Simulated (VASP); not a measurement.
Write the native input for VASP 6.6.1 that does the following.

- Task: single point
- Functional: r2SCAN
- Potentials or basis: VASP PAW PBE potentials, release 64 (Sr_sv, Cl)
- Cutoff: 520 eV
- k mesh: 6 × 6 × 6
- Occupations: gaussian, width 0.01 eV
- Spin: no spin polarisation
- Dipole correction: no
- Further INCAR settings: ALGO = Normal; EDIFF = 1e-07; NBANDS = 19

Crystal: SrCl2.

```
Sr Cl
1.0
     0.00000    3.49772    3.49772
     3.49772    0.00000    3.49772
     3.49772    3.49772    0.00000
Sr Cl
1 2
Direct
  0.00000 0.00000 0.00000
  0.25000 0.25000 0.25000
  0.75000 0.75000 0.75000
```

The input as run:

POSCAR

```
SrCl2
1.0
    0.0000000000      3.4977180848      3.4977180848
    3.4977180848      0.0000000000      3.4977180848
    3.4977180848      3.4977180848      0.0000000000
Sr Cl
1 2
Direct
    0.0000000000      0.0000000000      0.0000000000
    0.2500000000      0.2500000000      0.2500000000
    0.7500000000      0.7500000000      0.7500000000
```

INCAR.step1

```
PREC = Accurate
ENCUT = 520
ISMEAR = 0
SIGMA = 0.01
LREAL = False
LASPH = True
NELM = 100
NBANDS = 19
GGA = PE
ALGO = Normal
EDIFF = 1E-4
LWAVE = True
LCHARG = False
```

INCAR.step2

```
PREC = Accurate
ENCUT = 520
EDIFF = 1E-7
ISMEAR = 0
SIGMA = 0.01
LREAL = False
LASPH = True
NELM = 100
ALGO = Normal
ISIF = 2
LWAVE = False
LCHARG = False
METAGGA = R2SCAN
LMIXTAU = True
NBANDS = 19
ISTART = 1
```

KPOINTS

```
regular mesh
0
Gamma
  6 6 6
```

Potentials or basis: VASP PAW PBE potentials, release 64 (Sr_sv, Cl).

Launch:

```bash
$ cat potpaw_PBE.64/Sr_sv/POTCAR potpaw_PBE.64/Cl/POTCAR > POTCAR
$ cp INCAR.step1 INCAR
$ mpirun -np 1 vasp_std > vasp.out
$ cp INCAR.step2 INCAR
$ mpirun -np 1 vasp_std > vasp.out
```

It gave:

```yaml
Pressure: 0.0 GPa
Band_gap_on_the_k_mesh: 5.94 eV (least direct gap 5.99 eV)
```

Caveat: the structure was generated, so it needn't be the stable form of SrCl2; the PAW data sets were made with another functional, which shifts forces and pressure a little.

It took 2.4 min on 1 thread of Intel(R) Xeon(R) Platinum 8488C (Sapphire Rapids) (shared host), peak memory 0.26 GiB.
